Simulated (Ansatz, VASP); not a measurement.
**Si3N4: VASP beside Ansatz**

```
Si N
1.0
     7.51405    0.00000    0.00000
    -3.75703    6.50736    0.00000
     0.00000    0.00000    2.87402
Si N
6 8
Direct
  0.17162 0.76532 0.25000
  0.40631 0.17162 0.75000
  0.23468 0.40631 0.25000
  0.82838 0.23468 0.75000
  0.59369 0.82838 0.25000
  0.76532 0.59369 0.75000
  0.33333 0.66667 0.25000
  0.66667 0.33333 0.75000
  0.32918 0.02744 0.25000
  0.30174 0.32918 0.75000
  0.97256 0.30174 0.25000
  0.67082 0.97256 0.75000
  0.69826 0.67082 0.25000
  0.02744 0.69826 0.75000
```

Change from the starting cell: volume scaled by 0.96, ions relaxed.

Alike in both runs: functional PBE; k mesh 4 × 4 × 9; occupations fermi-dirac, width 0.02 eV; no spin polarisation.

Ansatz relaxed the structure, and its values are those at the end. VASP's run is a single point on that final structure, the one shown.

```csv
,VASP,Ansatz
version,VASP 6.6.1,Ansatz 0.2.0
potentials or method,"VASP PAW PBE potentials, release 64 (Si, N)","plane-wave PAW, scalar-relativistic"
plane-wave cutoff (eV),520,420
valence electrons in the cell,64,64
```

|  | VASP | Ansatz | Ansatz less VASP |
| --- | --- | --- | --- |
| gap on the k mesh at the Fermi level (eV) | 4.47 | 4.48 | +0.013 |
| pressure (GPa) | 14.7 | 15.0 | +0.29 |
| rms of the force components (eV/Å) | 0.008 | 0.009 | +0.0013 |

Ansatz's warnings: stress scf threshold loose.
